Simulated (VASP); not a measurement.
# Tl15Cl16 (a cell with a defect) in VASP: single point with PBE

Aim: the single point of Tl15Cl16 (a cell with a defect) with PBE.

Program: VASP 6.6.1. These are calculated values, not measurements. Logs are shortened: lines on timing, memory, paths and dates and some standing lists are left out, and cuts for length are marked.

## (1) The cell of the first run

The cell holds a defect, 31 atoms: a = 10.844 Å, b = 10.844 Å, c = 10.844 Å, α = 60.00°, β = 60.00°, γ = 60.00°.

## (2) Single point, PBE

INCAR reads:

```
  ALGO = Normal
  EDIFF = 1E-6
  ENCUT = 520
  GGA = PE
  ISIF = 2
  ISMEAR = -1
  LASPH = T
  LCHARG = F
  LREAL = Auto
  LWAVE = F
  NBANDS = 174
  NELECT = 308.0
  NELM = 100
  PREC = Accurate
  SIGMA = 0.01
```

KPOINTS reads:

```
k-points
0
Gamma
  2 2 2
```

POSCAR reads:

```
Tl15Cl16
1.0
    0.0000000000      7.6680000000      7.6680000000
    7.6680000000      0.0000000000      7.6680000000
    7.6680000000      7.6680000000      0.0000000000
Tl Cl
15 16
Direct
    0.5000000000      0.0000000000      0.0000000000
    0.0000000000      0.5000000000      0.0000000000
    0.0000000000      0.0000000000      0.5000000000
    0.2500000000      0.2500000000      0.2500000000
    0.5000000000      0.5000000000      0.0000000000
    0.5000000000      0.0000000000      0.5000000000
    0.7646564764      0.2353435236      0.2353435236
    0.0000000000      0.5000000000      0.5000000000
    0.2353435236      0.7646564764      0.2353435236
    0.2353435236      0.2353435236      0.7646564764
    0.5000000000      0.5000000000      0.5000000000
    0.7646564764      0.7646564764      0.2353435236
    0.7646564764      0.2353435236      0.7646564764
    0.2353435236      0.7646564764      0.7646564764
    0.7500000000      0.7500000000      0.7500000000
    0.1262041941      0.1262041941      0.1262041941
    0.6213874177      0.1262041941      0.1262041941
    0.1262041941      0.6213874177      0.1262041941
    0.1262041941      0.1262041941      0.6213874177
    0.3746026404      0.3746026404      0.3746026404
    0.6253973596      0.6253973596      0.1238079213
    0.6253973596      0.1238079213      0.6253973596
    0.8761920787      0.3746026404      0.3746026404
    0.1238079213      0.6253973596      0.6253973596
    0.3746026404      0.8761920787      0.3746026404
    0.3746026404      0.3746026404      0.8761920787
    0.6253973596      0.6253973596      0.6253973596
    0.8737958059      0.8737958059      0.3786125823
    0.8737958059      0.3786125823      0.8737958059
    0.3786125823      0.8737958059      0.8737958059
    0.8737958059      0.8737958059      0.8737958059
```

Potentials or basis: VASP PAW PBE potentials, release 64 (Tl_d, Cl).

On the command line:

```
cat potpaw_PBE.64/Tl_d/POTCAR potpaw_PBE.64/Cl/POTCAR > POTCAR
mpirun -np 1 vasp_std > vasp.out
```

OUTCAR:

```text
EDIFF = 1E-6
   ENCUT = 520
   GGA = PE
   ISIF = 2
   ISMEAR = -1
   LASPH = T
   LREAL = Auto
   NELECT = 308.0
   NELM = 100
   PREC = Accurate

 ion  position               nearest neighbor table
   1  0.500  0.000  0.000-  17 3.31  30 3.31  16 3.31  31 3.31  25 3.32  26 3.32  21 3.32  22 3.32
                             4 3.83  15 3.83  10 3.84  12 3.84  13 3.84   9 3.84
   2  0.000  0.500  0.000-  18 3.31  29 3.31  16 3.31  31 3.31  24 3.32  26 3.32  21 3.32  23 3.32
                             4 3.83  15 3.83  10 3.84  12 3.84  14 3.84   7 3.84
   3  0.000  0.000  0.500-  19 3.31  28 3.31  16 3.31  31 3.31  24 3.32  25 3.32  22 3.32  23 3.32
                             4 3.83  15 3.83   9 3.84  13 3.84  14 3.84   7 3.84
   4  0.250  0.250  0.250-  17 3.29  18 3.29  19 3.29  16 3.29  20 3.31  23 3.31  25 3.31  26 3.31
                             3 3.83   5 3.83   6 3.83   8 3.83   1 3.83   2 3.83
   5  0.500  0.500  0.000-  17 3.31  18 3.31  29 3.31  30 3.31  20 3.32  27 3.32  26 3.32  21 3.32
                             4 3.83  15 3.83   9 3.84  13 3.84  14 3.84   7 3.84
   6  0.500  0.000  0.500-  17 3.31  19 3.31  28 3.31  30 3.31  20 3.32  27 3.32  25 3.32  22 3.32
                             4 3.83  15 3.83  10 3.84  12 3.84  14 3.84   7 3.84
   7  0.765  0.235  0.235-  16 3.21  28 3.21  29 3.21  17 3.21   2 3.84   3 3.84   5 3.84   6 3.84
                            11 4.06
   8  0.000  0.500  0.500-  18 3.31  19 3.31  28 3.31  29 3.31  20 3.32  27 3.32  24 3.32  23 3.32
                             4 3.83  15 3.83  10 3.84  12 3.84  13 3.84   9 3.84
   9  0.235  0.765  0.235-  16 3.21  28 3.21  30 3.21  18 3.21   1 3.84   3 3.84   5 3.84   8 3.84
[... 15 lines left out ...]
  18  0.126  0.621  0.126-  12 3.21  14 3.21   9 3.21   4 3.29   2 3.31   8 3.31   5 3.31
  19  0.126  0.126  0.621-  13 3.21  14 3.21  10 3.21   4 3.29   3 3.31   8 3.31   6 3.31
  20  0.375  0.375  0.375-   4 3.31   5 3.32   6 3.32   8 3.32  11 3.33
  21  0.625  0.625  0.124-  15 3.31   2 3.32   1 3.32   5 3.32  11 3.33
  22  0.625  0.124  0.625-  15 3.31   3 3.32   1 3.32   6 3.32  11 3.33
  23  0.876  0.375  0.375-   4 3.31   3 3.32   2 3.32   8 3.32  11 3.33
  24  0.124  0.625  0.625-  15 3.31   3 3.32   2 3.32   8 3.32  11 3.33
  25  0.375  0.876  0.375-   4 3.31   3 3.32   1 3.32   6 3.32  11 3.33
  26  0.375  0.375  0.876-   4 3.31   2 3.32   1 3.32   5 3.32  11 3.33
  27  0.625  0.625  0.625-  15 3.31   6 3.32   8 3.32   5 3.32  11 3.33
  28  0.874  0.874  0.379-   7 3.21   9 3.21  12 3.21  15 3.29   3 3.31   8 3.31   6 3.31
  29  0.874  0.379  0.874-   7 3.21  10 3.21  13 3.21  15 3.29   2 3.31   8 3.31   5 3.31
  30  0.379  0.874  0.874-   9 3.21  10 3.21  14 3.21  15 3.29   1 3.31   5 3.31   6 3.31
  31  0.874  0.874  0.874-  12 3.21  13 3.21  14 3.21  15 3.29   2 3.31   3 3.31   1 3.31

  LATTYP: Found a face centered cubic cell.
 ALAT       =    15.3360000000

  Lattice vectors:

 A1 = (   0.0000000000,   7.6680000000,   7.6680000000)
 A2 = (   7.6680000000,   0.0000000000,   7.6680000000)
 A3 = (   7.6680000000,   7.6680000000,   0.0000000000)

Analysis of symmetry for initial positions (statically):
=====================================================================
 Subroutine PRICEL returns:
 Original cell was already a primitive cell.

 Routine SETGRP: Setting up the symmetry group for a
 face centered cubic supercell.

 Subroutine GETGRP returns: Found 48 space group operations
 (whereof 48 operations were pure point group operations)
 out of a pool of 48 trial point group operations.

The static configuration has the point symmetry O_h .

Analysis of symmetry for dynamics (positions and initial velocities):
=====================================================================
 Subroutine PRICEL returns:
 Original cell was already a primitive cell.

 Routine SETGRP: Setting up the symmetry group for a
 face centered cubic supercell.

 Subroutine GETGRP returns: Found 48 space group operations
 (whereof 48 operations were pure point group operations)
 out of a pool of 48 trial point group operations.

The dynamic configuration has the point symmetry O_h .

 Subroutine INISYM returns: Found 48 space group operations
 (whereof 48 operations are pure point group operations),
 and found     1 'primitive' translations

----------------------------------------------------------------------------------------

                                     Primitive cell

  volume of cell :     901.7296

  direct lattice vectors                    reciprocal lattice vectors
     0.000000000  7.668000000  7.668000000    -0.065206051  0.065206051  0.065206051
     7.668000000  0.000000000  7.668000000     0.065206051 -0.065206051  0.065206051
     7.668000000  7.668000000  0.000000000     0.065206051  0.065206051 -0.065206051

  length of vectors
    10.844189596 10.844189596 10.844189596     0.112940194  0.112940194  0.112940194

  position of ions in fractional coordinates (direct lattice)
     0.500000000  0.000000000  0.000000000
     0.000000000  0.500000000  0.000000000
     0.000000000  0.000000000  0.500000000
     0.250000000  0.250000000  0.250000000
     0.500000000  0.500000000  0.000000000
     0.500000000  0.000000000  0.500000000
[... 23 lines left out ...]
     0.378612582  0.873795806  0.873795806
     0.873795806  0.873795806  0.873795806

  ion indices of the primitive-cell ions
   primitive index   ion index
                 1           1
                 2           2
                 3           3
                 4           4
                 5           5
                 6           6
[... 23 lines left out ...]
                30          30
                31          31

----------------------------------------------------------------------------------------

 KPOINTS: k-points

Automatic generation of k-mesh.
 Grid dimensions read from file:
 generate k-points for:    2    2    2

 Generating k-lattice:

  Cartesian coordinates                     Fractional coordinates (reciprocal lattice)
    -0.032603026  0.032603026  0.032603026     0.500000000  0.000000000  0.000000000
     0.032603026 -0.032603026  0.032603026     0.000000000  0.500000000  0.000000000
     0.032603026  0.032603026 -0.032603026     0.000000000  0.000000000  0.500000000

  Length of vectors
     0.056470097  0.056470097  0.056470097

  Shift w.r.t. Gamma in fractional coordinates (k-lattice)
     0.000000000  0.000000000  0.000000000

 Subroutine IBZKPT returns following result:
 ===========================================

 Found      3 irreducible k-points:

 Following reciprocal coordinates:
            Coordinates               Weight
  0.000000  0.000000  0.000000      1.000000
  0.500000  0.000000  0.000000      4.000000
  0.500000  0.500000  0.000000      3.000000
   k-points           NKPTS =      3   k-points in BZ     NKDIM =      3   number of bands    NBANDS=    174
   number of dos      NEDOS =    301   number of ions     NIONS =     31
   total plane-waves  NPLWV = 592704
   dimension x,y,z NGX =    84 NGY =   84 NGZ =   84
   dimension x,y,z NGXF=   168 NGYF=  168 NGZF=  168
   ions per type =              15  16
   NGX,Y,Z   is equivalent  to a cutoff of  12.88, 12.88, 12.88 a.u.
   NGXF,Y,Z  is equivalent  to a cutoff of  25.76, 25.76, 25.76 a.u.
 SYSTEM =  unknown system
   PREC   = accura    normal or accurate (medium, high low for compatibility)
   ISTART =      0    job   : 0-new  1-cont  2-samecut
   ICHARG =      2    charge: 1-file 2-atom 10-const
   ISPIN  =      1    spin polarized calculation?
   LNONCOLLINEAR =      F non collinear calculations
   LSORBIT =      F    spin-orbit coupling
   LASPH  =      T    aspherical Exc in radial PAW
   ENCUT  =  520.0 eV  38.22 Ry    6.18 a.u.  20.16 20.16 20.16*2*pi/ulx,y,z
   NELM   =    100;   NELMIN=  2; NELMDL= -5     # of ELM steps
   EDIFF  = 0.1E-05   stopping-criterion for ELM
   LREAL  =      T    real-space projection
   EDIFFG = 0.1E-04   stopping-criterion for IOM
   NSW    =      0    number of steps for IOM
   IBRION =     -1    ionic relax: 0-MD 1-quasi-New 2-CG
   NFREE  =      0    steps in history (QN), initial steepest desc. (CG)
   ISIF   =      2    stress and relaxation
   ISYM   =      2    0-nonsym 1-usesym 2-fastsym
   POTIM  = 0.5000    time-step for ionic-motion
   TEBEG  =    0.0;   TEEND  =   0.0 temperature during run
   PSTRESS=    0.0 pullay stress
   NELECT =     308.0000    total number of electrons
   NUPDOWN=      -1.0000    fix difference up-down
   EMIN   =  10.00;   EMAX   =-10.00  energy-range for DOS
   EFERMI =   0.00;   METHOD = LEGACY
   ISMEAR =    -1;   SIGMA  =   0.01  broadening in eV -4-tet -1-fermi 0-gaus
   EFERMI_NEDOS =   21; number of points for ismear=-14 and -15
   IALGO  =     38    algorithm
   IMIX   =      4    mixing-type and parameters
     AMIX     =   0.40;   BMIX     =  1.00
     AMIX_MAG =   1.60;   BMIX_MAG =  1.00
  volume/ion in A,a.u.               =      29.09       196.30
  Fermi-wavevector in a.u.,A,eV,Ry     =   1.144370  2.162545 17.817941  1.309582
  Thomas-Fermi vector in A             =   2.281062
   LORBIT       =      0    0 simple, 1 ext, 2 COOP (PROOUT), +10 PAW based schemes
   GGA     = PE    functional components
   LHFCALC =     F    Hartree Fock is set to
   AEXX    =    0.0000 exact exchange contribution
   IVDW    =     0    specifies the selected vdW correction
   LEPSILON=     F    determine dielectric tensor
   LRPA    =     F    only Hartree local field effects (RPA)
 non-spin polarized calculation
  energy-cutoff  :      520.00
  volume of cell :      901.73
 maximum number of plane-waves:     24356
 NGX is ok and might be reduce to    84
   NGX = 41   NGY = 41   NGZ = 41

 number of electron     308.0000010 magnetization

 Free energy of the ion-electron system (eV)
  ---------------------------------------------------
  ext. energy  EPLUGINS =         0.00000000
  ---------------------------------------------------
  free energy    TOTEN  =       -89.74686562 eV

  energy without entropy =      -89.74686562  energy(sigma->0) =      -89.74686562

 E-fermi :   2.5973     XC(G=0):  -8.9328

 val. band max:        2.3712547368   @ k =   0.0000   0.0000   0.0000
 cond. band min:       4.5524296253   @ k =   0.0000   0.0000   0.0000
 fundamental gap:      2.1811748885
 Fermi energy:         2.5972804586

 k-point     1 :       0.0000    0.0000    0.0000
  band No.  band energies     occupation
      1     -11.4148      2.00000
      2     -11.2229      2.00000
      3     -11.2229      2.00000
      4     -11.2229      2.00000
      5     -11.1768      2.00000
      6     -11.1768      2.00000
[... 158 lines left out ...]
    165       7.1842      0.00000
    166       7.1856      0.00000

 k-point     2 :       0.5000    0.0000    0.0000
  band No.  band energies     occupation
      1     -11.3481      2.00000
      2     -11.3103      2.00000
      3     -11.2328      2.00000
      4     -11.2328      2.00000
      5     -11.1988      2.00000
      6     -11.1713      2.00000
[... 158 lines left out ...]
    165       6.4150      0.00000
    166       6.4150      0.00000

 k-point     3 :       0.5000    0.5000    0.0000
  band No.  band energies     occupation
      1     -11.3195      2.00000
      2     -11.3118      2.00000
      3     -11.2462      2.00000
      4     -11.2462      2.00000
      5     -11.2263      2.00000
      6     -11.1612      2.00000
[... 158 lines left out ...]
    165       6.3766      0.00000
    166       6.3891      0.00000
 [bands above 166 left out]

------------------------ aborting loop because EDIFF is reached ----------------------------------------

  FORCE on cell =-STRESS in cart. coord.  units (eV):
  Direction    XX          YY          ZZ          XY          YZ          ZX
  --------------------------------------------------------------------------------------
  -------------------------------------------------------------------------------------
  Total       13.7915297     13.7915297     13.7915297      0.0000000      0.0000000     -0.0000000
  in kB       24.5045490     24.5045490     24.5045490      0.0000000      0.0000000     -0.0000000
  external PRESSURE =      24.5045490 kB  Pullay stress =       0.0000000 kB

 VOLUME and BASIS-vectors are now :
 -----------------------------------------------------------------------------
  energy-cutoff  :      520.00
  volume of cell :      901.73
      direct lattice vectors                 reciprocal lattice vectors
     0.000000000  7.668000000  7.668000000    -0.065206051  0.065206051  0.065206051
     7.668000000  0.000000000  7.668000000     0.065206051 -0.065206051  0.065206051
     7.668000000  7.668000000  0.000000000     0.065206051  0.065206051 -0.065206051

 POSITION                                       TOTAL-FORCE (eV/Angst)
 -----------------------------------------------------------------------------------
      0.00000      3.83400      3.83400         0.000000      0.000000      0.000000
      3.83400      0.00000      3.83400         0.000000      0.000000      0.000000
      3.83400      3.83400      0.00000         0.000000      0.000000      0.000000
      3.83400      3.83400      3.83400         0.000000      0.000000      0.000000
      3.83400      3.83400      7.66800         0.000000      0.000000      0.000000
      3.83400      7.66800      3.83400         0.000000      0.000000      0.000000
[... 23 lines left out ...]
     13.40053      9.60347      9.60347         0.003209     -0.003209     -0.003209
     13.40053     13.40053     13.40053         0.003209      0.003209      0.003209
 -----------------------------------------------------------------------------------
    total drift:                               -0.000000      0.000000      0.000000

  FREE ENERGIE OF THE ION-ELECTRON SYSTEM (eV)
  ---------------------------------------------------
  free  energy   TOTEN  =       -89.7468656170 eV

  energy  without entropy=      -89.7468656170  energy(sigma->0) =      -89.74686562
```

Run time: 13 min. Hardware: 1 thread of Intel Xeon 6975P-C (Granite Rapids), shared host; peak memory 1.2 GiB.

Results:

| Item | Value |
| --- | --- |
| Free energy | -89.7469 eV |
| Largest force | 0.008 eV/Å |

Forces on the atoms (eV/Å):
```
Tl   0.000  0.000  0.000
Tl   0.000  0.000  0.000
Tl   0.000  0.000  0.000
Tl   0.000  0.000  0.000
Tl   0.000  0.000  0.000
Tl   0.000  0.000  0.000
Tl   0.003  0.000  0.000
Tl   0.000  0.000  0.000
Tl   0.000  0.003  0.000
Tl   0.000  0.000  0.003
Tl   0.000  0.000  0.000
Tl   0.000  0.000 -0.003
Tl   0.000 -0.003  0.000
Tl  -0.003  0.000  0.000
Tl   0.000  0.000  0.000
Cl  -0.003 -0.003 -0.003
Cl  -0.003  0.003  0.003
Cl   0.003 -0.003  0.003
Cl   0.003  0.003 -0.003
Cl  -0.004 -0.004 -0.004
Cl  -0.004 -0.004  0.004
Cl  -0.004  0.004 -0.004
Cl  -0.004  0.004  0.004
Cl   0.004 -0.004 -0.004
Cl   0.004 -0.004  0.004
Cl   0.004  0.004 -0.004
Cl   0.004  0.004  0.004
Cl  -0.003 -0.003  0.003
Cl  -0.003  0.003 -0.003
Cl   0.003 -0.003 -0.003
Cl   0.003  0.003  0.003
```

Caveat: the cell carries a net charge on a neutralising background, which shifts energy and pressure; the cell is charged against a uniform background, so pressure and absolute levels hang on convention; spin-orbit coupling is left out, which moves the levels of the heavy elements.
